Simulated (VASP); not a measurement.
# Zr in VASP: a series of runs, part 2 of 2

VASP 6.6.1. Earlier steps stand in the parts before.

### Step 4. Single point, PBE (atom 2 (Zr) moved by [0.12, 0.0, 0.0] A)

Input file INCAR:

```
  PREC = Accurate
  ENCUT = 520
  EDIFF = 1E-7
  ISMEAR = -1
  SIGMA = 0.05
  LREAL = F
  LASPH = T
  NELM = 60
  ALGO = Normal
  ISIF = 2
  LWAVE = F
  LCHARG = F
  GGA = PE
  NBANDS = 19
```

Input file KPOINTS:

```
regular mesh
0
Gamma
  12 12 7
```

Input file POSCAR:

```
Zr
1.0
    3.2392314131      0.0000000000      0.0000000000
   -1.6196157066      2.8052566925      0.0000000000
    0.0000000000      0.0000000000      5.1722200000
Zr
2
Direct
    0.3333333333      0.6666666667      0.2500000000
    0.7037124916      0.3333333333      0.7500000000
```

Potentials or basis: VASP PAW PBE potentials, release 64 (Zr_sv).

Run with:

```bash
$ cat potpaw_PBE.64/Zr_sv/POTCAR > POTCAR
$ mpirun -np 1 vasp_std > vasp.out
```

OUTCAR:

```text
PREC = Accurate
   ENCUT = 520
   EDIFF = 1E-7
   ISMEAR = -1
   LREAL = F
   LASPH = T
   NELM = 60
   ISIF = 2
   GGA = PE

 ion  position               nearest neighbor table
   1  0.333  0.667  0.250-   2 3.13   2 3.13   2 3.19   2 3.19   2 3.25   2 3.25
   2  0.704  0.333  0.750-   1 3.13   1 3.13   1 3.19   1 3.19   1 3.25   1 3.25

  LATTYP: Found a hexagonal cell.
 ALAT       =     3.2392314131
 C/A-ratio  =     1.5967429740

  Lattice vectors:

 A1 = (   3.2392314131,   0.0000000000,   0.0000000000)
 A2 = (  -1.6196157066,   2.8052566925,   0.0000000000)
 A3 = (   0.0000000000,   0.0000000000,   5.1722200000)

Analysis of symmetry for initial positions (statically):
=====================================================================
 Subroutine PRICEL returns:
 Original cell was already a primitive cell.

 Routine SETGRP: Setting up the symmetry group for a
 hexagonal supercell.

 Subroutine GETGRP returns: Found  4 space group operations
 (whereof  1 operations were pure point group operations)
 out of a pool of 24 trial point group operations.

[... 153 lines left out ...]
 number of electron      24.0000000 magnetization

 Free energy of the ion-electron system (eV)
  ---------------------------------------------------
  ext. energy  EPLUGINS =         0.00000000
  ---------------------------------------------------
  free energy    TOTEN  =       -17.03992417 eV

  energy without entropy =      -17.02042088  energy(sigma->0) =      -17.03017253

 E-fermi :   8.8786     XC(G=0): -11.0395

 val. band max:        8.8662456684   @ k =   0.4167  -0.1667  -0.4286
 cond. band min:       8.8806173514   @ k =   0.0833   0.0833   0.1429
 fundamental gap:      0.0143716830
 Fermi energy:         8.8786407275

 k-point     1 :       0.0000    0.0000    0.0000
  band No.  band energies     occupation
      1     -39.9670      2.00000
      2     -39.8185      2.00000
      3     -18.4733      2.00000
      4     -17.6468      2.00000
      5     -17.6056      2.00000
      6     -17.5064      2.00000
[... 505 lines left out ...]
      6     -17.6938      2.00000
[... 11 lines left out ...]
     18      11.6449      0.00000
     19      13.8598      0.00000

 [... further k-points ...]
[... 5 lines left out ...]
  --------------------------------------------------------------------------------------
  -------------------------------------------------------------------------------------
  Total       -0.1511338     -0.1843593     -0.0485071      0.2147880      0.0000000      0.0000000
  in kB       -5.1520560     -6.2846928     -1.6535768      7.3219899      0.0000000      0.0000000
  external PRESSURE =      -4.3634419 kB  Pullay stress =       0.0000000 kB

 VOLUME and BASIS-vectors are now :
 -----------------------------------------------------------------------------
  energy-cutoff  :      520.00
  volume of cell :       47.00
      direct lattice vectors                 reciprocal lattice vectors
     3.239231413  0.000000000  0.000000000     0.308715208  0.178236809  0.000000000
    -1.619615707  2.805256692  0.000000000     0.000000000  0.356473617  0.000000000
     0.000000000  0.000000000  5.172220000     0.000000000  0.000000000  0.193340577

 POSITION                                       TOTAL-FORCE (eV/Angst)
 -----------------------------------------------------------------------------------
     -0.00000      1.87017      1.29306         0.108694      0.001453     -0.000000
      1.73962      0.93509      3.87917        -0.108694     -0.001453      0.000000
 -----------------------------------------------------------------------------------
    total drift:                               -0.000000      0.000001     -0.000000

  FREE ENERGIE OF THE ION-ELECTRON SYSTEM (eV)
  ---------------------------------------------------
  free  energy   TOTEN  =       -17.0399241730 eV

  energy  without entropy=      -17.0204208835  energy(sigma->0) =      -17.03017253
```

OSZICAR:

```text
N       E                     dE             d eps       ncg     rms          rms(c)
DAV:   1     0.214351217385E+03    0.21435E+03   -0.13245E+04 11272   0.125E+03
DAV:   2    -0.178816090196E+01   -0.21614E+03   -0.21211E+03 13150   0.366E+02
DAV:   3    -0.173189785438E+02   -0.15531E+02   -0.15392E+02 20095   0.710E+01
DAV:   4    -0.177495046086E+02   -0.43053E+00   -0.42998E+00 13536   0.119E+01
DAV:   5    -0.177618364910E+02   -0.12332E-01   -0.12329E-01 16613   0.146E+00    0.141E+01
DAV:   6    -0.171527438084E+02    0.60909E+00   -0.95072E-01 12250   0.733E+00    0.550E+00
DAV:   7    -0.170337113531E+02    0.11903E+00   -0.60107E-01 15777   0.511E+00    0.112E+00
DAV:   8    -0.170398224095E+02   -0.61111E-02   -0.40054E-02 14917   0.147E+00    0.250E-01
DAV:   9    -0.170399674803E+02   -0.14507E-03   -0.15693E-03 14724   0.347E-01    0.323E-02
DAV:  10    -0.170399244124E+02    0.43068E-04   -0.39543E-05 14820   0.370E-02    0.234E-02
DAV:  11    -0.170399240852E+02    0.32722E-06   -0.92749E-06 12643   0.330E-02    0.262E-03
DAV:  12    -0.170399241730E+02   -0.87785E-07   -0.39208E-07 12594   0.401E-03
   1 F= -.17039924E+02 E0= -.17030173E+02  d E =-.195033E-01
```

stdout:

```text
POSCAR found type information on POSCAR Zr
 POSCAR found :  1 types and       2 ions
 scaLAPACK will be used
 LDA part: xc-table for (Slater+PW92), standard interpolation
 POSCAR, INCAR and KPOINTS ok, starting setup
 FFT: planning ... GRIDC
 FFT: planning ... GRID_SOFT
 FFT: planning ... GRID
 WAVECAR not read
 entering main loop
```

Run time: 4.4 min. Hardware: 1 thread of AMD EPYC 7R13, shared host; peak memory 0.3 GiB.

What came out:

- Free energy: -17.0399 eV
- Pressure: -0.4 GPa
- Largest force: 0.109 eV/Å
- Band gap on the k mesh: zero (bands 12 and 13 overlap by 1.15 eV)

Forces on the atoms (eV/Å):
```
Zr   0.109  0.001  0.000
Zr  -0.109 -0.001  0.000
```

Stress tensor (GPa, compression positive):
```
-0.52  0.73  0.00
 0.73 -0.63  0.00
 0.00  0.00 -0.17
```

Caveat: the cell differs from its parent crystal (atom 2 (Zr) moved by [0.12, 0.0, 0.0] A).

### Step 5. Overview

```csv
level,U,cell,gap on the mesh (eV),pressure (GPa)
PBE,-,"a = 3.191, b = 3.191, c = 5.172 Å, angles 90.0, 90.0, 120.0°, 2 atoms, atomic positions A",none,2.5
PBE+U,Zr d U = 6.0 eV,"a = 3.191, b = 3.191, c = 5.172 Å, angles 90.0, 90.0, 120.0°, 2 atoms, atomic positions A",none,20.0
PBE,-,"a = 3.239, b = 3.239, c = 5.172 Å, angles 90.0, 90.0, 120.0°, 2 atoms, atomic positions B",none,-0.4
```

Alike in all rows: task single point; potentials or basis VASP PAW PBE potentials, release 64 (Zr_sv); no spin polarisation; k mesh 12 × 12 × 7; cutoff (eV) 520; smearing fermi-dirac 0.05 eV.

Caveats: the cell stands under pressure (at least some runs); U without spin polarisation on a metal has little footing (at least some runs); the U is typed as a test and isn't derived for this compound (at least some runs).

Absolute energies hang on the potentials; compare differences alone.
